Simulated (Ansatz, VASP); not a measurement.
## Al2BN3 in VASP and in Ansatz

File INCAR:

```
SYSTEM = Al2BN3
PREC = Accurate
ENCUT = 520
EDIFF = 1E-6
ISMEAR = 0
SIGMA = 0.1
LREAL = .False.
LASPH = .True.
NELM = 80
ALGO = Normal
ISIF = 2
LWAVE = .False.
LCHARG = .False.
GGA = PE
NBANDS = 21
```

KPOINTS

```
regular mesh
0
Gamma
  6 6 6
  0 0 0
```

POSCAR

```
Al2BN3
1.0
    4.7291362100      0.0000000000      0.0000000000
   -2.3645681100      4.0955521000      0.0000000000
    0.0000000000      0.0000000000      3.5539712200
Al B N
2 1 3
Direct
    0.3333333300      0.6666666700      0.0000000000
    0.6666666700      0.3333333300      0.0000000000
    0.0000000000      0.0000000000      0.0000000000
    0.5000000000      0.0000000000      0.5000000000
    0.0000000000      0.5000000000      0.5000000000
    0.5000000000      0.5000000000      0.5000000000
```

Input for Ansatz:

```yaml
crystal:
  lattice:
    - [4.72913621, 0.0, 0.0]
    - [-2.36456811, 4.0955521, 0.0]
    - [0.0, 0.0, 3.55397122]
  atoms:
    - { symbol: Al, position: [0.33333333, 0.66666667, 0.0] }
    - { symbol: Al, position: [0.66666667, 0.33333333, 0.0] }
    - { symbol: B, position: [0.0, 0.0, 0.0] }
    - { symbol: "N", position: [0.5, 0.0, 0.5] }
    - { symbol: "N", position: [0.0, 0.5, 0.5] }
    - { symbol: "N", position: [0.5, 0.5, 0.5] }
basis:
  ecutwfc: 420
kpoints:
  mp_grid: { grid: [6, 6, 6] }
hamiltonian:
  xc: pbe
scf:
  occupations: { method: gaussian, width: 0.1 }
  lower_state_search: "off"
output:
  forces: true
  stress: true
  eigenvalues: true
```

Change from the starting cell: species swapped into the CeZn2Ni3 type (P6/mmm, No. 191).

Alike in both runs: task single point; functional PBE; k mesh 6 × 6 × 6; occupations gaussian, width 0.1 eV; no spin polarisation.

|  | VASP | Ansatz |
| --- | --- | --- |
| version | VASP 6.6.1 | Ansatz 0.2.0 |
| potentials or method | VASP PAW PBE potentials, release 64 (Al, B, N), cutoff 520 eV | scalar-relativistic, plane waves, PAW |
| valence electrons in the cell | 24 | 24 |

VASP gave:

```
gap on the k mesh at the Fermi level (eV)                     : none
pressure (GPa)                                                : -19.6
traceless stress, the component that is largest in VASP (GPa) : -29.03
```

**Question.** Estimate Ansatz's values.

**Answer.** gap on the k mesh at the Fermi level (eV): none; pressure (GPa): -19.5; traceless stress, the component that is largest in VASP (GPa): -29.11.

A gap of «none» marks a metal or a gap that the smearing closes.
